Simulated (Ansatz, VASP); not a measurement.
## Al2O3 in VASP and in Ansatz

```
Al O
1.0
     2.40444    1.38820    4.37467
    -2.40444    1.38820    4.37467
     0.00000   -2.77641    4.37467
Al O
4 6
Direct
  0.35215 0.35215 0.35215
  0.14785 0.14785 0.14785
  0.64785 0.64785 0.64785
  0.85215 0.85215 0.85215
  0.55617 0.94383 0.25000
  0.25000 0.55617 0.94383
  0.94383 0.25000 0.55617
  0.44383 0.05617 0.75000
  0.75000 0.44383 0.05617
  0.05617 0.75000 0.44383
```

Alike in both runs: functional PBE; k mesh 6 × 6 × 6; no spin polarisation.

Ansatz relaxed the structure, and its values are those at the end. VASP's run is a single point on that final structure, the one shown.

|  | VASP | Ansatz |
| --- | --- | --- |
| version | VASP 6.6.1 | Ansatz 0.2.0 |
| potentials or method | VASP PAW PBE potentials, release 64 (Al, O), cutoff 520 eV | scalar-relativistic, plane waves, PAW |
| occupations | gaussian, width 0.01 eV | fixed |
| valence electrons in the cell | 48 | 48 |

Ansatz gave:

- gap on the k mesh at the Fermi level (eV): 5.85
- least direct gap on the mesh (eV): 5.85
- pressure (GPa): 0.0

**Question.** Estimate VASP's values.

**Answer.** gap on the k mesh at the Fermi level (eV): 5.85; least direct gap on the mesh (eV): 5.85; pressure (GPa): -0.2.
